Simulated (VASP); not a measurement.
Wanted: the native input for a VASP 6.6.1 run.

```yaml
Task: single point
Functional: PBE
Potentials_or_basis: VASP PAW PBE potentials, release 64 (Li_sv)
Cutoff: 520 eV
k_mesh: 10 × 10 × 16
Occupations: gaussian, width 0.1 eV
Spin: no spin polarisation
Dipole_correction: no
Further_INCAR_settings: ALGO = Normal; EDIFF = 1e-07; NBANDS = 12
```

The structure of Li lies in POSCAR:

```
Li
1.0
    5.3344404712      0.0000000000      0.0000000000
    0.0000000000      5.3344404712      0.0000000000
    0.0000000000      0.0000000000      2.8026526184
Li
3
Direct
    0.5000000000      0.0000000000      0.5000000000
    0.0000000000      0.5000000000      0.5000000000
    0.5000000000      0.5000000000      0.5000000000
```

These files were run (other wordings do the same):

INCAR

```
SYSTEM = Li
  PREC = Accurate
  ENCUT = 520
  EDIFF = 1E-7
  ISMEAR = 0
  SIGMA = 0.1
  LREAL = .False.
  LASPH = .True.
  NELM = 100
  ALGO = Normal
  ISIF = 2
  LWAVE = .False.
  LCHARG = .True.
  GGA = PE
  LELF = .True.
  LVHAR = .True.
  NBANDS = 12
```

KPOINTS

```
Automatic mesh
0
Gamma
  10 10 16
  0 0 0
```

Potentials or basis: VASP PAW PBE potentials, release 64 (Li_sv).

The run is started by

```console
$ cat potpaw_PBE.64/Li_sv/POTCAR > POTCAR
$ mpirun -np 1 vasp_std > vasp.out
```

Run time: 2 min on 1 thread of AMD EPYC 7R43 64-Core Processor (Zen 3) (shared host), peak memory 0.22 GiB.
